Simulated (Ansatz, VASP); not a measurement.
## CdS in VASP and in Ansatz

File POSCAR:

```
CdS
1.0
    0.0000000000      2.8483154352      2.8483154352
    2.8483154352      0.0000000000      2.8483154352
    2.8483154352      2.8483154352      0.0000000000
Cd S
1 1
Direct
    0.0000000000      0.0000000000      0.0000000000
    0.2500000000      0.2500000000      0.2500000000
```

INCAR.step1

```
PREC = Accurate
ENCUT = 520
ISMEAR = 0
SIGMA = 0.02
LREAL = F
LASPH = T
NELM = 80
NBANDS = 16
GGA = PE
ALGO = Normal
EDIFF = 1E-4
LWAVE = T
LCHARG = F
```

File INCAR.step2:

```
PREC = Accurate
ENCUT = 520
EDIFF = 1E-7
ISMEAR = 0
SIGMA = 0.02
LREAL = F
LASPH = T
NELM = 80
ALGO = Normal
ISIF = 2
LWAVE = F
LCHARG = F
METAGGA = R2SCAN
LMIXTAU = T
NBANDS = 16
ISTART = 1
```

The input KPOINTS:

```
Automatic mesh
0
Gamma
  8 8 8
```

Input for Ansatz:

```yaml
crystal:
  lattice:
    - [0.0, 2.8483154352, 2.8483154352]
    - [2.8483154352, 0.0, 2.8483154352]
    - [2.8483154352, 2.8483154352, 0.0]
  atoms:
    - { symbol: Cd, position: [0.0, 0.0, 0.0] }
    - { symbol: S, position: [0.25, 0.25, 0.25] }
basis:
  ecutwfc: 500
kpoints:
  mp_grid: { grid: [8, 8, 8] }
hamiltonian:
  xc: r2scan
scf:
  occupations: { method: gaussian, width: 0.02 }
output:
  forces: true
  stress: true
  eigenvalues: true
```

Alike in both runs: task single point; functional r2SCAN; k mesh 8 × 8 × 8; occupations gaussian, width 0.02 eV; no spin polarisation.

|  | VASP | Ansatz |
| --- | --- | --- |
| version | VASP 6.6.1 | Ansatz 0.2.0 |
| potentials or method | VASP PAW PBE potentials, release 64 (Cd, S), cutoff 520 eV | scalar-relativistic, plane waves, PAW |
| valence electrons in the cell | 18 | 26 |

VASP gave:

* gap on the k mesh at the Fermi level (eV): 1.75
* least direct gap on the mesh (eV): 1.75
* pressure (GPa): 7.5

Question: What did Ansatz give for the same quantities?

Answer: gap on the k mesh at the Fermi level (eV): 1.75; least direct gap on the mesh (eV): 1.75; pressure (GPa): 7.0.

VASP's potentials were made for PBE, not for r2SCAN. VASP's potentials hold 18 valence electrons a cell and Ansatz's 26, so a difference there can come from the potentials and not from the codes.
